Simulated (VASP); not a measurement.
# Ga2O3 in VASP: notebook

The runs below take Ga2O3 through single point, with PBE.

Everything below comes from runs of VASP 6.6.1. Logs are shortened: lines on timing, memory, paths and dates and some standing lists are left out, and cuts for length are marked.

## Step 1: The cell of the first run

The structure is monoclinic, space group C2/m (No. 12). The conventional cell has a = 12.454 Å, b = 3.083 Å, c = 5.878 Å, α = 90.00°, β = 103.70°, γ = 90.00°. Within 2.6 Å of Ga (site symmetry m) lie 6 O at 1.97 to 2.11 Å. Ga (site symmetry m) has 4 O at 1.86 to 1.90 Å within 2.5 Å. O (site symmetry m) has 3 Ga at 1.86 to 1.97 Å within 2.5 Å. O (site symmetry m) has 4 Ga at 1.90 to 2.11 Å within 2.5 Å. O (site symmetry m) has 3 Ga at 1.86 to 1.97 Å within 2.5 Å.

## Step 2: Single point, PBE

INCAR reads:

```
PREC = Accurate ; ENCUT = 520
EDIFF = 1E-6 ; ISMEAR = 0
SIGMA = 0.02 ; LREAL = False
LASPH = True ; NELM = 100
ALGO = Normal ; ISIF = 2
LWAVE = False ; LCHARG = False
GGA = PE ; NBANDS = 55
```

KPOINTS reads:

```
regular mesh
0
Gamma
  8 8 4
```

POSCAR reads:

```
Ga2O3
1.0
    6.2270640138     -1.5416333701      0.0062293264
    6.2270640138      1.5416333701      0.0062293264
   -1.3979711490      0.0000000000      5.7089228514
Ga O
4 6
Direct
    0.3414968574      0.3414968574      0.6858235542
    0.6585031426      0.6585031426      0.3141764458
    0.9100739588      0.9100739588      0.2052722589
    0.0899260412      0.0899260412      0.7947277411
    0.5039749256      0.5039749256      0.7433111730
    0.4960250744      0.4960250744      0.2566888270
    0.8263039782      0.8263039782      0.4356635088
    0.1736960218      0.1736960218      0.5643364912
    0.1635085073      0.1635085073      0.1092008536
    0.8364914927      0.8364914927      0.8907991464
```

Potentials or basis: VASP PAW PBE potentials, release 64 (Ga_d, O).

Launch:

```sh
$ cat potpaw_PBE.64/Ga_d/POTCAR potpaw_PBE.64/O/POTCAR > POTCAR
$ mpirun -np 1 vasp_std > vasp.out
```

OUTCAR:

```text
PREC = Accurate
   ENCUT = 520
   EDIFF = 1E-6
   ISMEAR = 0
   LREAL = False
   LASPH = True
   NELM = 100
   ISIF = 2
   GGA = PE

 ion  position               nearest neighbor table
   1  0.341  0.341  0.686-  10 1.97  10 1.97   5 1.97   8 2.04   7 2.11   7 2.11
   2  0.659  0.659  0.314-   9 1.97   9 1.97   6 1.97   7 2.04   8 2.11   8 2.11
   3  0.910  0.910  0.205-  10 1.86   6 1.86   6 1.86   7 1.90
   4  0.090  0.090  0.795-   9 1.86   5 1.86   5 1.86   8 1.90
   5  0.504  0.504  0.743-   4 1.86   4 1.86   1 1.97
   6  0.496  0.496  0.257-   3 1.86   3 1.86   2 1.97
   7  0.826  0.826  0.436-   3 1.90   2 2.04   1 2.11   1 2.11
   8  0.174  0.174  0.564-   4 1.90   1 2.04   2 2.11   2 2.11
   9  0.164  0.164  0.109-   4 1.86   2 1.97   2 1.97
  10  0.836  0.836  0.891-   3 1.86   1 1.97   1 1.97

  LATTYP: Found a base centered monoclinic cell.
 ALAT       =    12.4541342592
 B/A-ratio  =     0.2475697368
 C/A-ratio  =     0.4719392708
 COS(beta)  =    -0.2368757027

  Lattice vectors:

 A1 = (   6.2270640138,  -1.5416333701,   0.0062293264)
 A2 = (   6.2270640138,   1.5416333701,   0.0062293264)
 A3 = (  -1.3979711490,   0.0000000000,   5.7089228514)

Analysis of symmetry for initial positions (statically):
=====================================================================
 Subroutine PRICEL returns:
 Original cell was already a primitive cell.

 Routine SETGRP: Setting up the symmetry group for a
 base centered monoclinic supercell.

 Subroutine GETGRP returns: Found  4 space group operations
 (whereof  4 operations were pure point group operations)
 out of a pool of  4 trial point group operations.

The static configuration has the point symmetry C_2h.

Analysis of symmetry for dynamics (positions and initial velocities):
=====================================================================
 Subroutine PRICEL returns:
 Original cell was already a primitive cell.

 Routine SETGRP: Setting up the symmetry group for a
 base centered monoclinic supercell.

 Subroutine GETGRP returns: Found  4 space group operations
 (whereof  4 operations were pure point group operations)
 out of a pool of  4 trial point group operations.

The dynamic configuration has the point symmetry C_2h.

 Subroutine INISYM returns: Found  4 space group operations
 (whereof  4 operations are pure point group operations),
 and found     1 'primitive' translations

----------------------------------------------------------------------------------------

                                     Primitive cell

  volume of cell :     109.6365

  direct lattice vectors                    reciprocal lattice vectors
     6.227064014 -1.541633370  0.006229326     0.080274997 -0.324331329  0.019657321
     6.227064014  1.541633370  0.006229326     0.080274997  0.324331329  0.019657321
    -1.397971149  0.000000000  5.708922851    -0.000175185  0.000000000  0.175121494

  length of vectors
     6.415060287  6.415060287  5.877595040     0.334695827  0.334695827  0.175121581

  position of ions in fractional coordinates (direct lattice)
     0.341496857  0.341496857  0.685823554
     0.658503143  0.658503143  0.314176446
     0.910073959  0.910073959  0.205272259
     0.089926041  0.089926041  0.794727741
     0.503974926  0.503974926  0.743311173
     0.496025074  0.496025074  0.256688827
     0.826303978  0.826303978  0.435663509
     0.173696022  0.173696022  0.564336491
     0.163508507  0.163508507  0.109200854
     0.836491493  0.836491493  0.890799146

  ion indices of the primitive-cell ions
   primitive index   ion index
                 1           1
                 2           2
                 3           3
                 4           4
                 5           5
                 6           6
                 7           7
                 8           8
                 9           9
                10          10

----------------------------------------------------------------------------------------

 KPOINTS: regular mesh

Automatic generation of k-mesh.
 Grid dimensions read from file:
 generate k-points for:    8    8    4

 Generating k-lattice:

  Cartesian coordinates                     Fractional coordinates (reciprocal lattice)
     0.010034375 -0.040541416  0.002457165     0.125000000  0.000000000 -0.000000000
     0.010034375  0.040541416  0.002457165     0.000000000  0.125000000 -0.000000000
    -0.000043796  0.000000000  0.043780373     0.000000000  0.000000000  0.250000000

  Length of vectors
     0.041836978  0.041836978  0.043780395

  Shift w.r.t. Gamma in fractional coordinates (k-lattice)
     0.000000000  0.000000000  0.000000000

 Subroutine IBZKPT returns following result:
 ===========================================

 Found     78 irreducible k-points:

 Following reciprocal coordinates:
            Coordinates               Weight
  0.000000  0.000000  0.000000      1.000000
  0.125000 -0.000000  0.000000      4.000000
  0.250000 -0.000000  0.000000      4.000000
  0.375000 -0.000000  0.000000      4.000000
  0.500000 -0.000000  0.000000      2.000000
  0.125000  0.125000  0.000000      2.000000
[... 16 lines left out ...]
  0.125000 -0.000000  0.250000      4.000000
  0.250000 -0.000000  0.250000      4.000000
 [... further k-points ...]
   k-points           NKPTS =     78   k-points in BZ     NKDIM =     78   number of bands    NBANDS=     55
   number of dos      NEDOS =    301   number of ions     NIONS =     10
   total plane-waves  NPLWV = 110592
   dimension x,y,z NGX =    48 NGY =   48 NGZ =   48
   dimension x,y,z NGXF=    96 NGYF=   96 NGZF=   96
   ions per type =               4   6
   NGX,Y,Z   is equivalent  to a cutoff of  12.44, 12.44, 13.58 a.u.
   NGXF,Y,Z  is equivalent  to a cutoff of  24.88, 24.88, 27.15 a.u.
 SYSTEM =  unknown system
   PREC   = accura    normal or accurate (medium, high low for compatibility)
   ISTART =      0    job   : 0-new  1-cont  2-samecut
   ICHARG =      2    charge: 1-file 2-atom 10-const
   ISPIN  =      1    spin polarized calculation?
   LNONCOLLINEAR =      F non collinear calculations
   LSORBIT =      F    spin-orbit coupling
   LASPH  =      T    aspherical Exc in radial PAW
   ENCUT  =  520.0 eV  38.22 Ry    6.18 a.u.  11.93 11.93 10.93*2*pi/ulx,y,z
   NELM   =    100;   NELMIN=  2; NELMDL= -5     # of ELM steps
   EDIFF  = 0.1E-05   stopping-criterion for ELM
   LREAL  =      F    real-space projection
   EDIFFG = 0.1E-04   stopping-criterion for IOM
   NSW    =      0    number of steps for IOM
   IBRION =     -1    ionic relax: 0-MD 1-quasi-New 2-CG
   NFREE  =      0    steps in history (QN), initial steepest desc. (CG)
   ISIF   =      2    stress and relaxation
   ISYM   =      2    0-nonsym 1-usesym 2-fastsym
   POTIM  = 0.5000    time-step for ionic-motion
   TEBEG  =    0.0;   TEEND  =   0.0 temperature during run
   PSTRESS=    0.0 pullay stress
   NELECT =      88.0000    total number of electrons
   NUPDOWN=      -1.0000    fix difference up-down
   EMIN   =  10.00;   EMAX   =-10.00  energy-range for DOS
   EFERMI =   0.00;   METHOD = LEGACY
   ISMEAR =     0;   SIGMA  =   0.02  broadening in eV -4-tet -1-fermi 0-gaus
   EFERMI_NEDOS =   21; number of points for ismear=-14 and -15
   IALGO  =     38    algorithm
   IMIX   =      4    mixing-type and parameters
     AMIX     =   0.40;   BMIX     =  1.00
     AMIX_MAG =   1.60;   BMIX_MAG =  1.00
  volume/ion in A,a.u.               =      10.96        73.99
  Fermi-wavevector in a.u.,A,eV,Ry     =   1.521426  2.875078 31.493895  2.314736
  Thomas-Fermi vector in A             =   2.630142
   LORBIT       =      0    0 simple, 1 ext, 2 COOP (PROOUT), +10 PAW based schemes
   GGA     = PE    functional components
   LHFCALC =     F    Hartree Fock is set to
   AEXX    =    0.0000 exact exchange contribution
   IVDW    =     0    specifies the selected vdW correction
   LEPSILON=     F    determine dielectric tensor
   LRPA    =     F    only Hartree local field effects (RPA)
 non-spin polarized calculation
 Gauss-broadening in eV      SIGMA  =   0.02
  energy-cutoff  :      520.00
  volume of cell :      109.64
 maximum number of plane-waves:      2970
   NGX = 23   NGY = 23   NGZ = 21

 number of electron      87.9999987 magnetization

 Free energy of the ion-electron system (eV)
  ---------------------------------------------------
  ext. energy  EPLUGINS =         0.00000000
  ---------------------------------------------------
  free energy    TOTEN  =       -59.67793668 eV

  energy without entropy =      -59.67793668  energy(sigma->0) =      -59.67793668

 E-fermi :   3.6053     XC(G=0): -11.3741

 val. band max:        3.4348397064   @ k =   0.5000   0.3750   0.5000
 cond. band min:       5.4350961745   @ k =   0.0000   0.0000   0.0000
 fundamental gap:      2.0002564681
 Fermi energy:         3.6052839470

 k-point     1 :       0.0000    0.0000    0.0000
  band No.  band energies     occupation
      1     -15.1862      2.00000
      2     -14.1282      2.00000
      3     -14.0982      2.00000
      4     -13.9948      2.00000
      5     -13.5522      2.00000
      6     -13.5458      2.00000
[... 47 lines left out ...]
     54      15.4417      0.00000
     55      15.6381      0.00000

 k-point     2 :       0.1250   -0.0000    0.0000
  band No.  band energies     occupation
      1     -15.0740      2.00000
      2     -14.1024      2.00000
      3     -14.0834      2.00000
      4     -13.9184      2.00000
      5     -13.5572      2.00000
      6     -13.5473      2.00000
[... 47 lines left out ...]
     54      14.5686      0.00000
     55      14.8318      0.00000
[... 1216 lines left out ...]
     54      14.8161      0.00000
     55      15.2291      0.00000

 k-point    24 :       0.2500   -0.0000    0.2500
  band No.  band energies     occupation
      1     -14.6717      2.00000
      2     -14.1608      2.00000
      3     -14.0168      2.00000
      4     -13.7625      2.00000
      5     -13.6075      2.00000
      6     -13.5312      2.00000
[... 47 lines left out ...]
     54      13.9098      0.00000
     55      15.0648      0.00000

 [... further k-points ...]

------------------------ aborting loop because EDIFF is reached ----------------------------------------

  FORCE on cell =-STRESS in cart. coord.  units (eV):
  Direction    XX          YY          ZZ          XY          YZ          ZX
  --------------------------------------------------------------------------------------
  -------------------------------------------------------------------------------------
  Total        0.3639052      0.4674539      0.3670890      0.0000000      0.0000000      0.0190377
  in kB        5.3179451      6.8311587      5.3644720      0.0000000      0.0000000      0.2782087
  external PRESSURE =       5.8378586 kB  Pullay stress =       0.0000000 kB

 VOLUME and BASIS-vectors are now :
 -----------------------------------------------------------------------------
  energy-cutoff  :      520.00
  volume of cell :      109.64
      direct lattice vectors                 reciprocal lattice vectors
     6.227064014 -1.541633370  0.006229326     0.080274997 -0.324331329  0.019657321
     6.227064014  1.541633370  0.006229326     0.080274997  0.324331329  0.019657321
    -1.397971149  0.000000000  5.708922851    -0.000175185  0.000000000  0.175121494

 POSITION                                       TOTAL-FORCE (eV/Angst)
 -----------------------------------------------------------------------------------
      3.29428      0.00000      3.91957         0.010507      0.000000      0.003154
      7.76187      0.00000      1.80181        -0.010507      0.000000     -0.003154
     11.04721      0.00000      1.18322        -0.001384      0.000000     -0.005846
      0.00894      0.00000      4.53816         0.001384      0.000000      0.005846
      5.23744      0.00000      4.24978        -0.003103      0.000000     -0.005858
      5.81872      0.00000      1.47160         0.003103      0.000000      0.005858
      9.68185      0.00000      2.49746         0.009209      0.000000      0.001956
      1.37431      0.00000      3.22392        -0.009209      0.000000     -0.001956
      1.88370      0.00000      0.62546         0.020693      0.000000     -0.016278
      9.17246      0.00000      5.09593        -0.020693      0.000000      0.016278
 -----------------------------------------------------------------------------------
    total drift:                                0.000000      0.000000      0.000000

  FREE ENERGIE OF THE ION-ELECTRON SYSTEM (eV)
  ---------------------------------------------------
  free  energy   TOTEN  =       -59.6779366773 eV

  energy  without entropy=      -59.6779366773  energy(sigma->0) =      -59.67793668
```

Run time: 7.8 min. Hardware: 1 thread of Intel Xeon 6975P-C (Granite Rapids), shared host; peak memory 0.53 GiB.

Results:

```yaml
Free_energy: -59.6779 eV
Pressure: 0.6 GPa
Largest_force: 0.026 eV/Å
Band_gap_on_the_k_mesh: 2.00 eV (least direct gap 2.02 eV)
```

Forces in eV/Å, atoms in the order of the input:
```
Ga   0.011  0.000  0.003
Ga  -0.011  0.000 -0.003
Ga  -0.001  0.000 -0.006
Ga   0.001  0.000  0.006
O   -0.003  0.000 -0.006
O    0.003  0.000  0.006
O    0.009  0.000  0.002
O   -0.009  0.000 -0.002
O    0.021  0.000 -0.016
O   -0.021  0.000  0.016
```

A k mesh can miss the band edges.

## Step 3: Single point, PBE

This run uses another cell than the first one: it holds 40 atoms, not 10.

INCAR reads:

```
SYSTEM = Ga2O3
PREC     = Accurate       ! precision mode
ENCUT    = 520            ! plane-wave cutoff, eV
EDIFF    = 1E-6           ! SCF threshold, eV
ISMEAR   = 0              ! smearing method
SIGMA    = 0.02           ! smearing width, eV
LREAL    = Auto         
LASPH    = .True.         ! aspherical terms in the spheres
NELM     = 80             ! most SCF steps
ALGO     = Normal         ! electronic algorithm
ISIF     = 2              ! what is computed and relaxed
LWAVE    = .False.        ! write WAVECAR
LCHARG   = .False.        ! write CHGCAR
GGA      = PE             ! functional
NBANDS   = 202            ! bands
KPAR     = 2            
NCORE    = 2
```

KPOINTS reads:

```
Automatic mesh
0
Gamma
  2 2 2
  0.5 0.5 0.5
```

POSCAR reads:

```
Ga2O3
1.0
   -4.8290928649     -1.5416333701     -5.7151521778
   -6.2270640138      4.6249001104     -0.0062293264
    1.3979711490      6.1665334805     -5.7089228514
Ga O
16 24
Direct
    0.6501945775      0.6649508656      0.6647788032
    0.9001805841      0.4149508721      0.4148050534
    0.1502077768      0.1649567359      0.1647932046
    0.4002155288      0.9149478724      0.9147958895
    0.5983464876      0.0828434198      0.0883725998
    0.8483169396      0.8328458338      0.8383763535
    0.0983033107      0.5828534229      0.5883703962
    0.3482960934      0.3328401488      0.3383932141
    0.4640888194      0.7139475406      0.3314997488
    0.7140585037      0.4639329122      0.0815326285
    0.9640488337      0.2139307377      0.8315269151
    0.2140495107      0.9639465057      0.5815098064
    0.7844120839      0.0338759484      0.4216741616
    0.0344324255      0.7838828791      0.1716791009
    0.2844391919      0.5338610968      0.9216901652
    0.5344153410      0.2838728554      0.6716909027
    0.4996344810      0.4905723086      0.7579545512
    0.7495459690      0.2406491702      0.5078699737
   -0.0004452338      0.9906615045      0.2578912911
    0.2495830835      0.7406118270      0.0079124745
    0.7488846430      0.2571977379      0.9952951144
    0.9988581853      0.0072338256      0.7452547508
    0.2488564928      0.7572684827      0.4952087550
    0.4988688098      0.5072018518      0.2452790056
    0.4116937894      0.9338563142      0.1534915605
    0.6616899358      0.6838596753      0.9035014301
    0.9116693557      0.4338464425      0.6535083410
    0.1616879267      0.1838611055      0.4034965238
    0.8367905663      0.8139628243      0.5996715667
    0.0867787257      0.5639920998      0.3497077257
    0.3368098268      0.3139547712      0.0997110682
    0.5868198288      0.0639633921      0.8497020363
    0.0720355114      0.5991478061      0.8195941259
    0.3219939318      0.3490682776      0.5696469783
    0.5719900817      0.0990715148      0.3196499041
    0.8220235022      0.8490972555      0.0696306153
    0.1764966220      0.1487047276      0.9335531110
    0.4264942623      0.8987046366      0.6835379876
    0.6765047608      0.6486960613      0.4335385932
    0.9265210650      0.3987376796      0.1835344042
```

Potentials or basis: VASP PAW PBE potentials, release 64 (Ga_d, O).

Launch:

```sh
$ cat potpaw_PBE.64/Ga_d/POTCAR potpaw_PBE.64/O/POTCAR > POTCAR
$ mpirun -np 4 vasp_std > vasp.out
```

Run time: 8.7 min. Hardware: 4 MPI ranks of Intel Xeon Platinum 8259CL at 2.50GHz (Skylake/Cascade Lake), shared host; peak memory 0.4 GiB.

Results (log left out):

- Free energy: -238.7444 eV
- Pressure: 0.6 GPa
- Largest force: 0.025 eV/Å
- Band gap on the k mesh: 2.94 eV

Forces in eV/Å, atoms in the order of the input:
```
Ga   0.009  0.000 -0.002
Ga   0.008 -0.003 -0.001
Ga   0.009 -0.001 -0.001
Ga   0.010 -0.001  0.000
Ga  -0.006  0.003  0.000
Ga  -0.009  0.001 -0.001
Ga  -0.010  0.000 -0.001
Ga  -0.010  0.000 -0.001
Ga   0.001  0.002 -0.004
Ga  -0.001  0.002 -0.007
Ga  -0.002  0.002 -0.008
Ga  -0.001  0.002 -0.007
Ga   0.005  0.001  0.004
Ga   0.005  0.003  0.003
Ga   0.006  0.002  0.004
Ga   0.005 -0.001  0.004
O   -0.006  0.000 -0.005
O   -0.005  0.001 -0.010
O   -0.006 -0.002 -0.008
O   -0.007 -0.001 -0.008
O    0.000 -0.001  0.007
O    0.002 -0.002  0.007
O    0.004 -0.002  0.005
O    0.001 -0.001  0.006
O    0.008 -0.002  0.001
O    0.009 -0.002  0.000
O    0.008 -0.001  0.001
O    0.009  0.000  0.002
O   -0.010  0.000 -0.002
O   -0.010 -0.003 -0.001
O   -0.012 -0.002  0.001
O   -0.011 -0.002  0.001
O    0.020  0.001 -0.015
O    0.017  0.003 -0.014
O    0.018  0.001 -0.013
O    0.019  0.001 -0.013
O   -0.017  0.000  0.019
O   -0.016  0.001  0.017
O   -0.017  0.002  0.018
O   -0.016  0.000  0.020
```

Stress tensor (GPa, compression positive):
```
0.57 0.01 0.02
0.01 0.75 0.00
0.02 0.00 0.59
```

Levels at points of the mesh, in eV from the valence-band top:
| k point | band 172 | band 173 | band 174 | band 175 | band 176 | band 177 | band 178 | band 179 | band 180 | band 181 |
| --- | --- | --- | --- | --- | --- | --- | --- | --- | --- | --- |
| (0.25, 0.25, 0.25) | -0.45 | -0.25 | -0.11 | -0.05 | 0.00 | 2.94 | 5.42 | 5.51 | 5.66 | 5.79 |

Caveat: a shifted mesh leaves out Γ, where band edges can lie.
